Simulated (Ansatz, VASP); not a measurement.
SrCl2 in VASP and in Ansatz

```
Sr Cl
1.0
     0.00000    3.48835    3.48835
     3.48835    0.00000    3.48835
     3.48835    3.48835    0.00000
Sr Cl
1 2
Direct
  0.00000 0.00000 0.00000
  0.75000 0.75000 0.75000
  0.25000 0.25000 0.25000
```

Alike in both runs: functional r2SCAN; k mesh 4 × 4 × 4; occupations fermi-dirac, width 0.05 eV; no spin polarisation.

|  | VASP | Ansatz |
| --- | --- | --- |
| version | VASP 6.6.1 | Ansatz 0.2.0 |
| potentials or method | VASP PAW PBE potentials, release 64 (Sr_sv, Cl) | Ansatz PAW |
| plane-wave cutoff (eV) | 520 | 500 |
| valence electrons in the cell | 24 | 24 |
| task | single point | projected density of states |

```tsv
	VASP	Ansatz	Ansatz less VASP
gap on the k mesh at the Fermi level (eV)	5.97	5.97	+0.001
least direct gap on the mesh (eV)	5.99	5.99	0.000
pressure (GPa)	0.3	0.3	-0.04
```

VASP's potentials were made for PBE, not for r2SCAN. With one functional, cell and mesh, what is left measures potentials, basis and numerics.
